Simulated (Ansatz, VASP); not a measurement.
**ZnS in VASP and in Ansatz**

```xyz
2
Lattice="0.0000 2.6669 2.6669 2.6669 0.0000 2.6669 2.6669 2.6669 0.0000" Properties=species:S:1:pos:R:3 pbc="T T T"
Zn    0.0000    0.0000    0.0000
S     1.3334    1.3334    1.3334
```

Alike in both runs: task single point; functional r2SCAN; k mesh 6 × 6 × 6; no spin polarisation.

```csv
,VASP,Ansatz
version,VASP 6.6.1,Ansatz 0.2.0
potentials or method,"VASP PAW PBE potentials, release 64 (Zn, S)","plane waves, PAW"
plane-wave cutoff (eV),520,500
occupations,"gaussian, width 0.01 eV",fixed
valence electrons in the cell,18,18
```

Ansatz gave:

| Quantity | Value |
| --- | --- |
| gap on the k mesh at the Fermi level (eV) | 2.85 |
| pressure (GPa) | 2.6 |

Question: Which values does VASP return?

Answer: gap on the k mesh at the Fermi level (eV): 2.86; pressure (GPa): 2.6.

VASP's potentials were made for PBE, not for r2SCAN.
